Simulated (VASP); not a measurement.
The system is Si.

```xyz
4
Lattice="3.8567 0.0000 0.0000 -1.9283 3.3400 0.0000 0.0000 0.0000 6.3746" Properties=species:S:1:pos:R:3 pbc="T T T"
Si    1.9283    1.1133    5.9729
Si    0.0000    2.2267    2.7856
Si    1.9283    1.1133    3.5889
Si    0.0000    2.2267    0.4017
```

This cell differs from its parent crystal: volume scaled by 1.02.

Base run:

* Program: VASP 6.6.1
* Functional: PBEsol
* Potentials or basis: VASP PAW PBE potentials, release 64 (Si)
* Cutoff: 520 eV
* k mesh: 8 × 8 × 4
* Occupations: fermi-dirac, width 0.05 eV
* Spin: no spin polarisation

Its results: band gap on the k mesh 0.34 eV, indirect (least direct gap 0.90 eV); pressure -2.1 GPa; largest force 0.016 eV/Å.

Q: After a change of settings the same cell gave: band gap on the k mesh 0.66 eV, indirect (least direct gap 1.31 eV); pressure -1.9 GPa; largest force 0.013 eV/Å. Which change was it?
A. functional from PBEsol to PBE; further incar settings from ALGO = Normal; EDIFF = 1e-06; NBANDS = 16 to ALGO = Normal; EDIFF = 1e-07; NBANDS = 16
B. functional from PBEsol to r2SCAN
C. functional from PBEsol to LDA; potentials or basis from VASP PAW PBE potentials, release 64 (Si) to VASP PAW LDA potentials, release 64 (Si)

A: B.

r2SCAN gives the wider gap, since meta-GGAs in the generalised Kohn-Sham scheme recover part of the derivative discontinuity.

Caveats: the PAW data sets were made with another functional, which shifts forces and pressure a little.
